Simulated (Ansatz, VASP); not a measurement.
Given: the input of a run of VASP 6.6.1 on Hf.

The input INCAR:

```
PREC = Accurate ; ENCUT = 600
EDIFF = 1E-6 ; ISMEAR = -1
SIGMA = 0.05 ; LREAL = F
LASPH = T ; NELM = 100
ALGO = Normal ; ISIF = 3
LWAVE = F ; LCHARG = F
GGA = RP ; IBRION = 2
NSW = 60 ; EDIFFG = -0.01
```

File KPOINTS:

```
Automatic mesh
0
Gamma
  10 10 10
```

POSCAR

```
Hf
1.0
    0.0000000000      2.2200000000      2.2200000000
    2.2200000000      0.0000000000      2.2200000000
    2.2200000000      2.2200000000      0.0000000000
Hf
1
Direct
    0.0000000000      0.0000000000      0.0000000000
```

Potentials or basis: VASP PAW PBE potentials, release 64 (Hf_pv).

Launch:

```sh
$ cat potpaw_PBE.64/Hf_pv/POTCAR > POTCAR
$ mpirun -np 1 vasp_std > vasp.out
```

Q: Set up the same calculation for Ansatz 0.2.0. Potentials there: Ansatz PAW.

A: As run (the cutoff follows the program's own potentials):

The input input.yaml:

```yaml
crystal:
  lattice:
    - [0.0, 2.22, 2.22]
    - [2.22, 0.0, 2.22]
    - [2.22, 2.22, 0.0]
  atoms:
    - { symbol: Hf, position: [0.0, 0.0, 0.0] }
hamiltonian:
  xc: rpbe
  pseudopotentials: { kind: paw }
kpoints:
  mp_grid: { grid: [10, 10, 10] }
scf:
  occupations: { method: fermi_dirac, width: 0.05 }
output:
  forces: true
  stress: true
  eigenvalues: true
relax:
  f_tol: 0.01
  max_steps: 40
  cell: { stress_tol: 0.05 }
```

Potentials or basis: Ansatz PAW.

Launch:

```sh
$ ansatz run input.yaml --threads 2 --pin off --max-ram 5632MiB --backend cpu --events-out ev --progress --plain --runs-dir out
```

Both were run:

|  | VASP | Ansatz | Ansatz less VASP |
| --- | --- | --- | --- |
| gap on the k mesh at the Fermi level, each at its own relaxed structure (eV) | none | none | - |
| relaxed volume (Å³/atom) | 23.08 | 23.19 | +0.114 |
| relaxed cell length with the largest relative difference (Å) | 3.196 | 3.201 | +0.0052 |

VASP's potentials were made for PBE, not for RPBE. A gap of «none» marks a metal or a gap that the smearing closes. VASP's potentials hold 10 valence electrons a cell and Ansatz's 26, so a difference there can come from the potentials and not from the codes.

Spin-orbit coupling is off throughout. Noted on Ansatz's run: the plane-wave basis is chosen anew once the cell has moved, so the energies of steps on either side of that aren't comparable.
